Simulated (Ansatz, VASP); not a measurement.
**Si4W: VASP beside Ansatz**

```
Si W
1.0
    -2.34190    2.97327    3.00611
     2.34190   -2.97327    3.00611
     2.34190    2.97327   -3.00611
Si W
4 1
Direct
  0.00274 0.30615 0.69659
  0.99726 0.69385 0.30341
  0.39043 0.69385 0.69659
  0.60957 0.30615 0.30341
  0.00000 0.00000 0.00000
```

Change from the starting cell: species swapped into the FeB4 type (Pnnm, No. 58).

Alike in both runs: functional PBE; k mesh 8 × 8 × 8; occupations gaussian, width 0.1 eV; no spin polarisation.

Ansatz relaxed the structure, and its values are those at the end. VASP's run is a single point on that final structure, the one shown.

|  | VASP | Ansatz |
| --- | --- | --- |
| version | VASP 6.6.1 | Ansatz 0.2.0 |
| potentials or method | VASP PAW PBE potentials, release 64 (Si, W_sv), cutoff 520 eV | scalar-relativistic, plane waves, PAW |
| valence electrons in the cell | 30 | 30 |

VASP gave:

```
gap on the k mesh at the Fermi level (eV) : none
pressure (GPa)                            : 0.0
rms of the force components (eV/Å)        : 0.006
```

Problem. What did Ansatz give for the same quantities?

Solution. gap on the k mesh at the Fermi level (eV): none; pressure (GPa): 0.0; rms of the force components (eV/Å): 0.000.

A gap of «none» marks a metal or a gap that the smearing closes. With one functional, cell and mesh, what is left measures potentials, basis and numerics.

Neither program's run includes spin-orbit coupling.
